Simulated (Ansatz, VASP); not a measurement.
# Two plane-wave programs on Ti

```
Ti
1.0
     0.00000    2.00053    2.00053
     2.00053    0.00000    2.00053
     2.00053    2.00053    0.00000
Ti
1
Direct
  0.00000 0.00000 0.00000
```

Alike in both runs: task single point; functional LDA; k mesh 20 × 20 × 20; occupations gaussian, width 0.15 eV; no spin polarisation.

|  | VASP | Ansatz |
| --- | --- | --- |
| version | VASP 6.6.1 | Ansatz 0.2.0 |
| potentials or method | VASP PAW LDA potentials, release 64 (Ti_sv), cutoff 520 eV | scalar-relativistic, plane waves, PAW |
| valence electrons in the cell | 12 | 12 |

```tsv
	VASP	Ansatz	Ansatz less VASP
gap on the k mesh at the Fermi level (eV)	none	none	-
pressure (GPa)	0.0	0.1	+0.12
```

Ansatz warns that its potentials were made for another functional, while VASP's fit it. LDA's correlation is that of Perdew and Zunger in VASP and of Perdew and Wang (1992) in Ansatz. A gap of «none» marks a metal or a gap that the smearing closes.
